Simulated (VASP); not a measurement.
Wanted: the native input for a VASP 6.6.1 run.

- Task: single point
- Functional: PBE
- Potentials or basis: VASP PAW PBE potentials, release 64 (Li_sv, Se)
- Cutoff: 750 eV
- k mesh: 10 × 10 × 10
- Occupations: gaussian, width 0.05 eV
- Spin: no spin polarisation
- Dipole correction: no
- Further INCAR settings: ALGO = Normal; EDIFF = 1e-06; NBANDS = 13

The structure of Li2Se lies in POSCAR:

```
Li2Se
1.0
    0.0000000000      3.0124751563      3.0124751563
    3.0124751563      0.0000000000      3.0124751563
    3.0124751563      3.0124751563      0.0000000000
Li Se
2 1
Direct
    0.2500000000      0.2500000000      0.2500000000
    0.7500000000      0.7500000000      0.7500000000
    0.0000000000      0.0000000000      0.0000000000
```

These files were run (other wordings do the same):

INCAR

```
SYSTEM = Li2Se
PREC     = Accurate       ! precision mode
ENCUT    = 750            ! plane-wave cutoff, eV
EDIFF    = 1E-6           ! SCF threshold, eV
ISMEAR   = 0              ! smearing method
SIGMA    = 0.05           ! smearing width, eV
LREAL    = .FALSE.        ! projectors in reciprocal space
LASPH    = .TRUE.         ! aspherical terms in the spheres
NELM     = 120            ! most SCF steps
ALGO     = Normal         ! electronic algorithm
ISIF     = 2              ! what is computed and relaxed
LWAVE    = .FALSE.        ! write WAVECAR
LCHARG   = .FALSE.        ! write CHGCAR
GGA      = PE             ! functional
NBANDS   = 13             ! bands
GGA_COMPAT= .FALSE.
```

KPOINTS

```
regular mesh
0
G
  10 10 10
  0 0 0
```

Potentials or basis: VASP PAW PBE potentials, release 64 (Li_sv, Se).

Launch:

```sh
$ cat potpaw_PBE.64/Li_sv/POTCAR potpaw_PBE.64/Se/POTCAR > POTCAR
$ mpirun -np 1 vasp_std > vasp.out
```

Results of the run:

The pressure is -0.4 GPa. The band gap on the k mesh is 2.98 eV (least direct gap 3.34 eV).

Wall time 87 s on 1 thread of Intel(R) Xeon(R) Platinum 8175M CPU @ 2.50GHz (Skylake/Cascade Lake), on a shared host, peak memory 0.26 GiB.
